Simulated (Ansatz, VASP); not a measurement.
## One calculation of ZrB2, two programs

INCAR

```
PREC = Accurate
ENCUT = 420
EDIFF = 1E-8
ISMEAR = -1
SIGMA = 0.05
LREAL = False
LASPH = True
NELM = 120
ALGO = Normal
ISIF = 2
LWAVE = False
LCHARG = False
GGA = PE
LEFG = True
NBANDS = 16
GGA_COMPAT = False
```

Contents of KPOINTS:

```
regular mesh
0
Gamma
  12 12 9
```

POSCAR

```
ZrB2
1.0
    3.1649998255     -0.0474749974     -0.0474749974
   -1.6236144666      2.7647077506     -0.0173770551
   -0.0528000000     -0.0528000000      3.5200000000
Zr B
1 2
Direct
    0.0000000000      0.0000000000      0.0000000000
    0.3333333333      0.6666666667      0.5000000000
    0.6666666667      0.3333333333      0.5000000000
```

Input for Ansatz:

```yaml
crystal:
  lattice:
    - [3.1649998255, -0.0474749974, -0.0474749974]
    - [-1.6236144666, 2.7647077506, -0.0173770551]
    - [-0.0528, -0.0528, 3.52]
  atoms:
    - { symbol: Zr, position: [0.0, 0.0, 0.0] }
    - { symbol: B, position: [0.3333333333, 0.6666666667, 0.5] }
    - { symbol: B, position: [0.6666666667, 0.3333333333, 0.5] }
kpoints:
  mp_grid: { grid: [12, 12, 9] }
scf:
  occupations: { method: fermi_dirac, width: 0.05 }
hamiltonian:
  xc: pbe
  pseudopotentials: { kind: all_electron, datasets: crystal }
output:
  forces: true
  stress: true
  eigenvalues: true
  efg: { contact_densities: true }
```

Change from the starting cell: equal xy, yz and zx shear strains of -3 %, crystal datasets.

Alike in both runs: task electric field gradients; functional PBE; k mesh 12 × 12 × 9; occupations fermi-dirac, width 0.05 eV; no spin polarisation.

|  | VASP | Ansatz |
| --- | --- | --- |
| version | VASP 6.6.1 | Ansatz 0.2.0 |
| potentials or method | VASP PAW PBE potentials, release 64 (Zr_sv, B), cutoff 420 eV | all-electron PAW with datasets made for the crystal, scalar-relativistic |

Ansatz gave:

- rms of the force components (eV/Å): 0.038
- size of Vzz on the site where it differs most (V/Å²): 62.8

Q: What did VASP give for the same quantities?

A: rms of the force components (eV/Å): 0.037; size of Vzz on the site where it differs most (V/Å²): 60.2.

Atom by atom the forces differ by 0.000 eV/Å (rms over components). Ansatz ran all-electron here, and VASP with PAW potentials.
